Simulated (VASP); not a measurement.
# Ir (P6_3/mmc) in VASP: further runs, part 2 of 2

VASP 6.6.1. The steps go on from the part before.

### 5 Relaxation of cell and atoms, BLYP+D3(BJ)

This run uses another cell than the first one, of 14.63 Å³/atom, 1.013 times its volume.

INCAR reads:

```
PREC     = Accurate       # precision mode
ENCUT    = 600            # plane-wave cutoff, eV
EDIFF    = 1E-6           # SCF threshold, eV
ISMEAR   = -1             # smearing method
SIGMA    = 0.01           # smearing width, eV
LREAL    = F              # projectors in reciprocal space
LASPH    = T              # aspherical terms in the spheres
NELM     = 100            # most SCF steps
ALGO     = Normal         # electronic algorithm
ISIF     = 3              # what is computed and relaxed
LWAVE    = F              # write WAVECAR
LCHARG   = F              # write CHGCAR
GGA      = B5             # functional
ALDAX    = 1.0          
AGGAX    = 1.0          
AGGAC    = 1.0          
ALDAC    = 0.0          
IVDW     = 12             # dispersion correction
VDW_S6   = 1.0          
VDW_S8   = 2.6996       
VDW_A1   = 0.4298       
VDW_A2   = 4.2359       
IBRION   = 2              # ionic algorithm
NSW      = 80             # ionic steps
EDIFFG   = -0.001         # ionic threshold
```

KPOINTS reads:

```
Automatic mesh
0
Gamma
  12 12 7
```

POSCAR reads:

```
Ir
1.0
    2.7513780000      0.0000000000      0.0000000000
   -1.3756890000      2.3827632434      0.0000000000
    0.0000000000      0.0000000000      4.4622900000
Ir
2
Direct
    0.6666666667      0.3333333333      0.7500000000
    0.3333333333      0.6666666667      0.2500000000
```

Potentials or basis: VASP PAW PBE potentials, release 64 (Ir).

Launch:

```sh
$ cat potpaw_PBE.64/Ir/POTCAR > POTCAR
$ mpirun -np 1 vasp_std > vasp.out
```

OUTCAR:

```text
PREC = Accurate
   ENCUT = 600
   EDIFF = 1E-6
   ISMEAR = -1
   LREAL = F
   LASPH = T
   NELM = 100
   ISIF = 3
   GGA = B5
   IVDW = 12
   IBRION = 2
   NSW = 80
   EDIFFG = -0.001
 IVDW          = 12

 ion  position               nearest neighbor table
   1  0.667  0.333  0.750-   2 2.74   2 2.74   2 2.74   2 2.74   2 2.74   2 2.74
   2  0.333  0.667  0.250-   1 2.74   1 2.74   1 2.74   1 2.74   1 2.74   1 2.74

  LATTYP: Found a hexagonal cell.
 ALAT       =     2.7513780000
 C/A-ratio  =     1.6218382207

  Lattice vectors:

 A1 = (   2.7513780000,   0.0000000000,   0.0000000000)
 A2 = (  -1.3756890000,   2.3827632434,   0.0000000000)
 A3 = (   0.0000000000,   0.0000000000,   4.4622900000)

Analysis of symmetry for initial positions (statically):
=====================================================================
 Subroutine PRICEL returns:
 Original cell was already a primitive cell.

 Routine SETGRP: Setting up the symmetry group for a
 hexagonal supercell.

 Subroutine GETGRP returns: Found 24 space group operations
 (whereof 12 operations were pure point group operations)
 out of a pool of 24 trial point group operations.

The static configuration has the point symmetry D_3d.
 The point group associated with its full space group is D_6h.

Analysis of symmetry for dynamics (positions and initial velocities):
=====================================================================
 Subroutine PRICEL returns:
[... 276 lines left out ...]

[... ionic steps 4 to 15 ...]

--------------------------------------- Ionic step       16  -------------------------------------------

 number of electron      17.9999999 magnetization

------------------------ aborting loop because EDIFF is reached ----------------------------------------
[... 75 lines left out ...]
--------------------------------------- Ionic step       18  -------------------------------------------

 number of electron      17.9999999 magnetization

 Free energy of the ion-electron system (eV)
  ---------------------------------------------------
  ext. energy  EPLUGINS =         0.00000000
  ---------------------------------------------------
  free energy    TOTEN  =       -14.66713734 eV

  energy without entropy =      -14.66641021  energy(sigma->0) =      -14.66677377

 E-fermi :  10.6642     XC(G=0): -13.1067

 val. band max:       10.6557475838   @ k =   0.3333   0.0833   0.0000
 cond. band min:      10.6702105556   @ k =   0.4167   0.1667   0.1429
 fundamental gap:      0.0144629719
 Fermi energy:        10.6641893128

 k-point     1 :       0.0000    0.0000    0.0000
  band No.  band energies     occupation
      1      -0.1114      2.00000
      2       2.7924      2.00000
      3       6.7844      2.00000
      4       6.9189      2.00000
      5       6.9189      2.00000
      6       7.5327      2.00000
      7       7.5327      2.00000
      8       8.3251      2.00000
      9       8.3251      2.00000
     10      10.1670      2.00000
     11      10.8656      0.00000
     12      10.8656      0.00000
     13      17.4424      0.00000
[... 354 lines left out ...]
  band No.  band energies     occupation
      1       2.8729      2.00000
      2       3.8978      2.00000
      3       4.9276      2.00000
      4       5.9429      2.00000
      5       7.0792      2.00000
      6       7.1243      2.00000
      7       7.9389      2.00000
      8       9.9624      2.00000
      9       9.9711      2.00000
     10      10.1223      2.00000
     11      11.3151      0.00000
     12      15.8073      0.00000
     13      19.1799      0.00000

 [... further k-points ...]

------------------------ aborting loop because EDIFF is reached ----------------------------------------

 Edisp (eV)   -3.34799

 E8    (eV) :    -2.5357
[... 25 lines left out ...]
  FREE ENERGIE OF THE ION-ELECTRON SYSTEM (eV)
  ---------------------------------------------------
  free  energy   TOTEN  =       -18.0151285758 eV

  energy  without entropy=      -18.0144014492  energy(sigma->0) =      -18.01476501

 reached required accuracy - stopping structural energy minimisation
```

OSZICAR:

```text
N       E                     dE             d eps       ncg     rms          rms(c)
DAV:   1     0.165368072953E+03    0.16537E+03   -0.94133E+03  1976   0.156E+03
DAV:   2    -0.848182433301E+01   -0.17385E+03   -0.16039E+03  2006   0.386E+02
DAV:   3    -0.155701199941E+02   -0.70883E+01   -0.65324E+01  2442   0.855E+01
[... 93 lines left out ...]
DAV:   1    -0.146672335443E+02    0.27215E-03   -0.19424E-05  2006   0.638E-02    0.660E-03
DAV:   2    -0.146672331030E+02    0.44128E-06   -0.87107E-07   988   0.138E-02
  17 F= -.18015129E+02 E0= -.18014765E+02  d E =-.112139E-07
       N       E                     dE             d eps       ncg     rms          rms(c)
DAV:   1    -0.146671373536E+02    0.96191E-04   -0.15925E-06   988   0.217E-02    0.283E-03
DAV:   2    -0.146671373351E+02    0.18559E-07   -0.90132E-08   988   0.553E-03
  18 F= -.18015129E+02 E0= -.18014765E+02  d E =-.577391E-07
```

CONTCAR:

```text
Ir
   1.00000000000000
     2.7448599549966777    0.0000000000000000    0.0000000000000000
    -1.3724299774983388    2.3771184508442094    0.0000000000000000
     0.0000000000000000   -0.0000000000000000    4.4636694529868670
  Ir
     2
Direct
     0.6666666667000030    0.3333333332999970    0.7500000000000000
     0.3333333332999970    0.6666666667000030    0.2500000000000000

  0.00000000E+00  0.00000000E+00  0.00000000E+00
  0.00000000E+00  0.00000000E+00  0.00000000E+00
```

Run time: 1.8 min. Hardware: 1 thread of Intel Xeon 6975P-C (Granite Rapids), shared host; peak memory 0.19 GiB.

Results:

```yaml
Free_energy: -18.0151 eV
Relaxed_volume: 14.56 Å³/atom
Relaxed_cell: a = 2.745 Å, b = 2.745 Å, c = 4.464 Å, α = 90.00°, β = 90.00°, γ = 120.00°
Space_group_after_relaxing_to_0.05_Å: P6_3/mmc (No. 194)
Energy_gained_by_relaxing: 0.4 meV/atom
Ionic_steps: 18
Pressure_after_relaxing: 0.0 GPa
Band_gap_on_the_k_mesh: zero (band 9 reaches 11.51 eV, above the bottom of band 10 at 8.34 eV)
Dispersion_energy_per_atom: -1.674 eV
```

The path:
| step | energy change (eV) | largest force (eV/Å) | pressure (GPa) | volume (Å³) |
| --- | --- | --- | --- | --- |
| 1 | 0.0000 | 0.0000 | -1.52 | 29.25 |
| 2 | 0.0071 | 0.0000 | 5.65 | 28.67 |
| 3 | -0.0007 | 0.0000 | 0.07 | 29.12 |
| 4 | -0.0008 | 0.0000 | -0.03 | 29.13 |
| 5 | -0.0008 | 0.0000 | -0.02 | 29.13 |
| 6 | -0.0008 | 0.0000 | -0.01 | 29.13 |
| 7 | -0.0007 | 0.0000 | 0.03 | 29.12 |
| 8 | -0.0008 | 0.0000 | 0.00 | 29.13 |
| 9 | -0.0008 | 0.0000 | -0.01 | 29.13 |
| 10 | -0.0008 | 0.0000 | -0.01 | 29.12 |
| 11 | -0.0007 | 0.0000 | 0.14 | 29.11 |
| 12 | -0.0008 | 0.0000 | 0.05 | 29.12 |
| 13 | -0.0008 | 0.0000 | 0.03 | 29.12 |
| 14 | -0.0008 | 0.0000 | 0.03 | 29.12 |
| 15 | -0.0008 | 0.0000 | 0.03 | 29.12 |
| 16 | -0.0008 | 0.0000 | -0.04 | 29.13 |
| 17 | -0.0008 | 0.0000 | -0.03 | 29.13 |
| 18 | -0.0008 | 0.0000 | -0.01 | 29.12 |

Final structure:
```yaml
crystal:
  lattice:
    - [2.74486, 0.00000, 0.00000]
    - [-1.37243, 2.37712, 0.00000]
    - [0.00000, 0.00000, 4.46367]
  atoms:
    - { symbol: Ir, position: [0.66667, 0.33333, 0.75000] }
    - { symbol: Ir, position: [0.33333, 0.66667, 0.25000] }
```

Caveat: the PAW data sets were made with another functional, which shifts forces and pressure a little; spin-orbit coupling is left out, which moves the levels of the heavy elements; pairwise dispersion overbinds metals, which lowers pressure and volume.

### 6 Overview

```tsv
task	level	cell	cutoff (eV)	gap on the mesh (eV)	pressure (GPa)	relaxed volume (Å³/atom)
single point	BLYP+D3(BJ)	a = 2.737, b = 2.737, c = 4.450 Å, angles 90.0, 90.0, 120.0°, 2 atoms	520	none	3.1	-
relaxation of cell and atoms	PBEsol+D3(BJ)	relaxed from a = 2.751, b = 2.751, c = 4.462 Å, angles 90.0, 90.0, 120.0°, 2 atoms	600	none	0.0	13.85
relaxation of cell and atoms	PBEsol	relaxed from a = 2.751, b = 2.751, c = 4.462 Å, angles 90.0, 90.0, 120.0°, 2 atoms	600	none	0.0	14.14
relaxation of cell and atoms	BLYP+D3(BJ)	relaxed from a = 2.751, b = 2.751, c = 4.462 Å, angles 90.0, 90.0, 120.0°, 2 atoms	600	none	0.0	14.56
```

Alike in all rows: potentials or basis VASP PAW PBE potentials, release 64 (Ir); no spin polarisation; k mesh 12 × 12 × 7; smearing fermi-dirac 0.01 eV.

Caveats: the PAW data sets were made with another functional, which shifts forces and pressure a little; spin-orbit coupling is left out, which moves the levels of the heavy elements; pairwise dispersion overbinds metals, which lowers pressure and volume (some runs).

Absolute energies hang on the potentials; compare differences alone.
